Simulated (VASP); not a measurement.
# Al (P1) in VASP: single point with PBE+D3(BJ)

Aim: the single point of Al with PBE+D3(BJ).

Program: VASP 6.6.1. These are calculated values, not measurements. Logs are shortened: lines on timing, memory, paths and dates and some standing lists are left out, and cuts for length are marked.

## Step 1: The cell of the first run

The typed cell holds 16 atoms: a = 7.011 Å, b = 7.011 Å, c = 7.011 Å, α = 109.47°, β = 109.47°, γ = 109.47°.

## Step 2: Single point, PBE+D3(BJ) (dynamics (nvt langevin) at 200 K, volume x 1.0, from the last frame before)

INCAR

```
ALGO = Normal ; EDIFF = 1E-6
ENCUT = 520 ; GGA = PE
ISIF = 2 ; ISMEAR = -1
IVDW = 12 ; LASPH = T
LCHARG = F ; LREAL = Auto
LWAVE = F ; NBANDS = 38
NELM = 80 ; PREC = Accurate
SIGMA = 0.05
```

KPOINTS

```
Automatic mesh
0
Gamma
  2 2 2
  0.5 0.5 0.5
```

POSCAR

```
Al
1.0
    4.0479600000      4.0479600000     -4.0479600000
   -4.0479600000     -4.0479600000     -4.0479600000
   -4.0479600000      4.0479600000      4.0479600000
Al
16
Direct
    0.2906073677      0.7652475568      0.0233681904
    0.5039859584      0.4944013775     -0.0178472613
    0.7762109803      0.2822692171      0.0014324499
    0.7559481813      0.7749924653      0.4902263115
    0.0111131286      0.7639344262      0.2569102709
    0.2474569907      0.5012623643      0.2439386753
    0.5273445143      0.2644417188      0.2652983231
    0.7833296278      0.0452233965      0.2680383452
    0.0343469303      0.0096611627     -0.0026563998
    0.5369766500      0.7808876570      0.7648225279
    0.7887589057      0.5253427652      0.7631019081
    0.0257459313      0.5247722310      0.4993215101
    0.2479702122      0.2619980188      0.5072283323
    0.5133095436      0.0224111651      0.4889588830
    0.0008193016      0.2468574294      0.7457001798
    0.2820409540      0.0136225407      0.7358449688
```

Potentials or basis: VASP PAW PBE potentials, release 64 (Al).

The run is started by

```
cat potpaw_PBE.64/Al/POTCAR > POTCAR
mpirun -np 1 vasp_std > vasp.out
```

OUTCAR:

```text
EDIFF = 1E-6
   ENCUT = 520
   GGA = PE
   ISIF = 2
   ISMEAR = -1
   IVDW = 12
   LASPH = T
   LREAL = Auto
   NELM = 80
   PREC = Accurate
 IVDW          = 12

 ion  position               nearest neighbor table
   1  0.291  0.765  0.023-  14 2.67   2 2.78   6 2.78   8 2.83   7 2.86   9 2.87  11 2.88  10 2.89
                             5 2.94  15 2.98  12 3.00  16 3.07
   2  0.504  0.494  0.982-  13 2.72  16 2.76   3 2.78   1 2.78  15 2.88  11 2.89  10 2.89   5 2.91
                             4 2.91   7 2.94   6 2.97   8 3.15
   3  0.776  0.282  0.001-   6 2.70  11 2.76  15 2.76   5 2.76   2 2.78  16 2.83  12 2.85  10 2.87
                             8 2.88  14 2.93   7 2.94   9 3.04
   4  0.756  0.775  0.490-  15 2.70   5 2.80  14 2.81   8 2.82  10 2.83   9 2.91   2 2.91   6 2.92
                             7 2.93  12 2.98  11 3.00  16 3.02
   5  0.011  0.764  0.257-  16 2.75  12 2.76   3 2.76   4 2.80  11 2.83  13 2.85   6 2.86  14 2.88
                             9 2.90   2 2.91   8 2.92   1 2.94
   6  0.247  0.501  0.244-   3 2.70  12 2.73   1 2.78   9 2.82  15 2.85   5 2.86  13 2.88   4 2.92
                             7 2.96   2 2.97  14 2.99  10 2.99
   7  0.527  0.264  0.265-  14 2.67   8 2.72   9 2.83  11 2.85  12 2.86   1 2.86   4 2.93   3 2.94
                             2 2.94   6 2.96  13 2.99  16 3.03
   8  0.783  0.045  0.268-  13 2.66   7 2.72  12 2.75  15 2.75  14 2.82   4 2.82   1 2.83  10 2.88
                             3 2.88   5 2.92   9 2.99   2 3.15
   9  0.034  0.010  0.997-  11 2.77  15 2.81   6 2.82   7 2.83  10 2.85   1 2.87   5 2.90   4 2.91
                            16 2.92  13 2.93   8 2.99   3 3.04
  10  0.537  0.781  0.765-  16 2.80   4 2.83   9 2.85   3 2.87   8 2.88   1 2.89   2 2.89  11 2.90
                            12 2.93  14 2.97  13 2.98   6 2.99
  11  0.789  0.525  0.763-   3 2.76   9 2.77  15 2.82   5 2.83   7 2.85  12 2.87   1 2.88  14 2.89
                             2 2.89  10 2.90   4 3.00  13 3.10
  12  0.026  0.525  0.499-   6 2.73   8 2.75   5 2.76  13 2.78  16 2.80   3 2.85   7 2.86  11 2.87
                            10 2.93   4 2.98   1 3.00  15 3.00
  13  0.248  0.262  0.507-   8 2.66   2 2.72  16 2.75  15 2.78  12 2.78   5 2.85   6 2.88  14 2.90
                             9 2.93  10 2.98   7 2.99  11 3.10
  14  0.513  0.022  0.489-   7 2.67   1 2.67  16 2.74  15 2.80   4 2.81   8 2.82   5 2.88  11 2.89
                            13 2.90   3 2.93  10 2.97   6 2.99
  15  0.001  0.247  0.746-   4 2.70   8 2.75   3 2.76  13 2.78  14 2.80   9 2.81  11 2.82   6 2.85
                             2 2.88  16 2.95   1 2.98  12 3.00
  16  0.282  0.014  0.736-  14 2.74  13 2.75   5 2.75   2 2.76  10 2.80  12 2.80   3 2.83   9 2.92
                            15 2.95   4 3.02   7 3.03   1 3.07

  LATTYP: Found a body centered cubic cell.
 ALAT       =     8.0959200000

  Lattice vectors:

 A1 = (   4.0479600000,   4.0479600000,  -4.0479600000)
 A2 = (  -4.0479600000,  -4.0479600000,  -4.0479600000)
 A3 = (  -4.0479600000,   4.0479600000,   4.0479600000)

Analysis of symmetry for initial positions (statically):
[... 147 lines left out ...]
   ISMEAR =    -1;   SIGMA  =   0.05  broadening in eV -4-tet -1-fermi 0-gaus
   EFERMI_NEDOS =   21; number of points for ismear=-14 and -15
   IALGO  =     38    algorithm
   IMIX   =      4    mixing-type and parameters
     AMIX     =   0.40;   BMIX     =  1.00
     AMIX_MAG =   1.60;   BMIX_MAG =  1.00
  volume/ion in A,a.u.               =      16.58       111.90
  Fermi-wavevector in a.u.,A,eV,Ry     =   0.925903  1.749704 11.664236  0.857297
  Thomas-Fermi vector in A             =   2.051808
   LORBIT       =      0    0 simple, 1 ext, 2 COOP (PROOUT), +10 PAW based schemes
   GGA     = PE    functional components
   LHFCALC =     F    Hartree Fock is set to
   AEXX    =    0.0000 exact exchange contribution
   IVDW    =    12    specifies the selected vdW correction
   LEPSILON=     F    determine dielectric tensor
   LRPA    =     F    only Hartree local field effects (RPA)
 non-spin polarized calculation
  energy-cutoff  :      520.00
  volume of cell :      265.32
 maximum number of plane-waves:      7164
 NGX is ok and might be reduce to    54
   NGX = 27   NGY = 27   NGZ = 27

 number of electron      48.0000000 magnetization

 Free energy of the ion-electron system (eV)
  ---------------------------------------------------
  ext. energy  EPLUGINS =         0.00000000
  ---------------------------------------------------
  free energy    TOTEN  =       -58.08780836 eV

  energy without entropy =      -57.96998182  energy(sigma->0) =      -58.02889509

 E-fermi :   7.5036     XC(G=0): -10.1727

 val. band max:        7.4969523150   @ k =   0.2500  -0.2500   0.2500
 cond. band min:       7.5878029534   @ k =  -0.2500   0.2500   0.2500
 fundamental gap:      0.0908506384
 Fermi energy:         7.5036240179

 k-point     1 :       0.2500    0.2500    0.2500
  band No.  band energies     occupation
      1      -1.6506      2.00000
      2      -1.5752      2.00000
      3      -1.4139      2.00000
      4      -1.3210      2.00000
      5       2.6093      2.00000
      6       2.6570      2.00000
[... 145 lines left out ...]
     35      11.1818      0.00000
     36      11.6009      0.00000
 [bands above 36 left out]

------------------------ aborting loop because EDIFF is reached ----------------------------------------

 Edisp (eV)   -5.35448

 E8    (eV) :    -2.3946

  FORCE on cell =-STRESS in cart. coord.  units (eV):
  Direction    XX          YY          ZZ          XY          YZ          ZX
  --------------------------------------------------------------------------------------
  -------------------------------------------------------------------------------------
  Total      -3.01825    -1.84625    -1.79794    -0.18018     0.12715     0.39752
  in kB     -18.22625   -11.14892   -10.85719    -1.08804     0.76783     2.40049
  external pressure =      -13.41 kB  Pullay stress =        0.00 kB

 VOLUME and BASIS-vectors are now :
 -----------------------------------------------------------------------------
  energy-cutoff  :      520.00
  volume of cell :      265.32
      direct lattice vectors                 reciprocal lattice vectors
     4.047960000  4.047960000 -4.047960000     0.000000000  0.123519007 -0.123519007
    -4.047960000 -4.047960000 -4.047960000    -0.123519007  0.000000000 -0.123519007
    -4.047960000  4.047960000  4.047960000    -0.123519007  0.123519007  0.000000000

 POSITION                                       TOTAL-FORCE (eV/Angst)
 -----------------------------------------------------------------------------------
     -2.01592     -1.82673     -4.17947         0.179623     -0.432087     -0.009190
     -3.93692      4.01451     -0.06572        -0.355236      0.244538     -0.079418
      1.99366      2.00525     -4.27889         0.019331      0.085345      0.436303
     -2.06151      1.90733     -4.21277         0.316607      0.243034      0.233149
     -4.08735     -2.00743     -2.09740         0.098143     -0.149951     -0.237508
     -2.01485     -0.03994     -2.04333         0.032582      0.296746     -0.363018
[... 8 lines left out ...]
     -4.01452      2.02261      2.01598        -0.156606      0.187358     -0.408579
     -1.89212      4.06522      1.78184        -0.386948      0.123630      0.391636
 -----------------------------------------------------------------------------------
    total drift:                                0.004906     -0.001268      0.005233

  FREE ENERGIE OF THE ION-ELECTRON SYSTEM (eV)
  ---------------------------------------------------
  free  energy   TOTEN  =       -63.4422848290 eV

  energy  without entropy=      -63.3244582885  energy(sigma->0) =      -63.38337156
```

stdout:

```text
POSCAR found type information on POSCAR Al
 POSCAR found :  1 types and      16 ions
 scaLAPACK will be used
 LDA part: xc-table for (Slater+PW92), standard interpolation
 POSCAR, INCAR and KPOINTS ok, starting setup
 FFT: planning ... GRIDC
 FFT: planning ... GRID_SOFT
 FFT: planning ... GRID
 WAVECAR not read
 entering main loop
```

It took 38 s on 1 thread of Intel Xeon 6975P-C (Granite Rapids), shared host; peak memory 0.34 GiB.

What came out:

```yaml
Free_energy: -63.4423 eV
Pressure: -1.3 GPa
Largest_force: 0.609 eV/Å
Band_gap_on_the_k_mesh: zero (band 24 reaches 7.62 eV, above the bottom of band 25 at 7.29 eV)
Dispersion_energy_per_atom: -0.335 eV
```

Forces on the atoms (eV/Å):
```
Al   0.180 -0.432 -0.009
Al  -0.355  0.245 -0.079
Al   0.019  0.085  0.436
Al   0.317  0.243  0.233
Al   0.098 -0.150 -0.238
Al   0.033  0.297 -0.363
Al  -0.046 -0.481 -0.360
Al   0.395 -0.218  0.251
Al  -0.186 -0.029  0.018
Al   0.153 -0.118  0.141
Al   0.016 -0.251  0.051
Al  -0.234  0.069  0.175
Al   0.307  0.079 -0.520
Al  -0.152  0.349  0.282
Al  -0.157  0.187 -0.409
Al  -0.387  0.124  0.392
```

Caveat: the k points lie up to 0.55 Å⁻¹ apart; pairwise dispersion overbinds metals, which lowers pressure and volume.
